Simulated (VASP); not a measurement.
Here is a VASP 6.6.1 calculation.

INCAR

```
  PREC = Accurate
  ENCUT = 520
  EDIFF = 1E-7
  ISMEAR = 0
  SIGMA = 0.1
  LREAL = Auto
  LASPH = T
  NELM = 80
  ALGO = Normal
  ISIF = 2
  LWAVE = F
  LCHARG = F
  GGA = PE
  NBANDS = 46
```

Contents of KPOINTS:

```
Automatic mesh
0
Gamma
  10 10 10
```

Contents of POSCAR:

```
HC16
1.0
    2.4665162724     -4.2721315015      0.0000000000
   -2.4665162724     -4.2721315015      0.0000000000
    0.0000000000     -2.8480876677     -8.5756693636
C H
16 1
Direct
    0.4246645650      0.4246645650      0.2257280889
    0.9249427811      0.4246645650      0.2257280889
    0.4246645650      0.9249427811      0.2257280889
    0.9249663007      0.9249663007      0.2251010978
    0.7581810839      0.7581810839      0.2257446773
    0.2578931548      0.7581810839      0.2257446773
    0.7581810839      0.2578931548      0.2257446773
    0.2582962353      0.2582962353      0.2251112942
    0.2418189161      0.2418189161      0.7742553227
    0.7421068452      0.2418189161      0.7742553227
    0.2418189161      0.7421068452      0.7742553227
    0.7417037647      0.7417037647      0.7748887058
    0.5753354350      0.5753354350      0.7742719111
    0.0750572189      0.5753354350      0.7742719111
    0.5753354350      0.0750572189      0.7742719111
    0.0750336993      0.0750336993      0.7748989022
    0.5000000000      0.5000000000      0.5000000000
```

Potentials or basis: VASP PAW PBE potentials, release 64 (C, H).

The run is started by

```sh
$ cat potpaw_PBE.64/C/POTCAR potpaw_PBE.64/H/POTCAR > POTCAR
$ mpirun -np 1 vasp_std > vasp.out
```

Q: Predict the pressure.

A: 0.3 GPa.

Q: Estimate the largest force.

A: 0.016 eV/Å.

Stress tensor (GPa, compression positive):
```
0.15 0.00 0.00
0.00 0.15 0.00
0.00 0.00 0.49
```
